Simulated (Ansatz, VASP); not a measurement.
## One calculation of InSb3, two programs

```
In Sb
1.0
     0.00000    3.79455    3.79455
     3.79455    0.00000    3.79455
     3.79455    3.79455    0.00000
In Sb
1 3
Direct
  0.00000 0.00000 0.00000
  0.25000 0.25000 0.25000
  0.75000 0.75000 0.75000
  0.50000 0.50000 0.50000
```

Alike in both runs: task single point; functional PBE; k mesh 5 × 5 × 5; occupations fermi-dirac, width 0.05 eV; no spin polarisation.

```csv
,VASP,Ansatz
version,VASP 6.6.1,Ansatz 0.2.0
potentials or method,"VASP PAW PBE potentials, release 64 (In_d, Sb), cutoff 520 eV","plane waves, PAW"
valence electrons in the cell,28,58
```

Ansatz gave:

| Item | Value |
| --- | --- |
| pressure (GPa) | -0.1 |

Question: Which values does VASP return?

Answer: Pressure (GPa): -0.2.

VASP's potentials hold 28 valence electrons a cell and Ansatz's 58, so a difference there can come from the potentials and not from the codes.

Spin-orbit coupling is off throughout.
